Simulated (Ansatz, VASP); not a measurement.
# AlNi: VASP beside Ansatz

File INCAR:

```
  PREC = Accurate
  ENCUT = 600
  EDIFF = 1E-6
  ISMEAR = 0
  SIGMA = 0.15
  LREAL = F
  LASPH = T
  NELM = 120
  ALGO = Normal
  ISIF = 2
  LWAVE = F
  LCHARG = F
  GGA = PS
  NBANDS = 14
  GGA_COMPAT = F
```

File KPOINTS:

```
Automatic mesh
0
Gamma
  20 20 20
```

POSCAR

```
AlNi
1.0
    2.7906114132      0.0000000000      0.0000000000
    0.0000000000      2.7906114132      0.0000000000
    0.0000000000      0.0000000000      2.7906114132
Al Ni
1 1
Direct
    0.0000000000      0.0000000000      0.0000000000
    0.5000000000      0.5000000000      0.5000000000
```

Input for Ansatz:

```yaml
crystal:
  lattice:
    - [2.7906114132, 0.0, 0.0]
    - [0.0, 2.7906114132, 0.0]
    - [0.0, 0.0, 2.7906114132]
  atoms:
    - { symbol: Al, position: [0.0, 0.0, 0.0] }
    - { symbol: Ni, position: [0.5, 0.5, 0.5] }
basis:
  ecutwfc: 420
kpoints:
  mp_grid: { grid: [20, 20, 20] }
hamiltonian:
  xc: pbesol
scf:
  occupations: { method: gaussian, width: 0.15 }
output:
  forces: true
  stress: true
  eigenvalues: true
```

Change from the starting cell: strain -0.025 along x and y, -0.025 along z, atoms carried along.

Alike in both runs: task single point; functional PBEsol; k mesh 20 × 20 × 20; occupations gaussian, width 0.15 eV; no spin polarisation.

|  | VASP | Ansatz |
| --- | --- | --- |
| version | VASP 6.6.1 | Ansatz 0.2.0 |
| potentials or method | VASP PAW PBE potentials, release 64 (Al, Ni), cutoff 600 eV | scalar-relativistic, plane waves, PAW |
| valence electrons in the cell | 13 | 21 |

|  | VASP | Ansatz | Ansatz less VASP |
| --- | --- | --- | --- |
| gap on the k mesh at the Fermi level (eV) | none | none | - |
| pressure (GPa) | 15.6 | 15.5 | -0.09 |

VASP's potentials were made for PBE, not for PBEsol. A gap of «none» marks a metal or a gap that the smearing closes. With one functional, cell and mesh, what is left measures potentials, basis and numerics. VASP's potentials hold 13 valence electrons a cell and Ansatz's 21, so a difference there can come from the potentials and not from the codes.
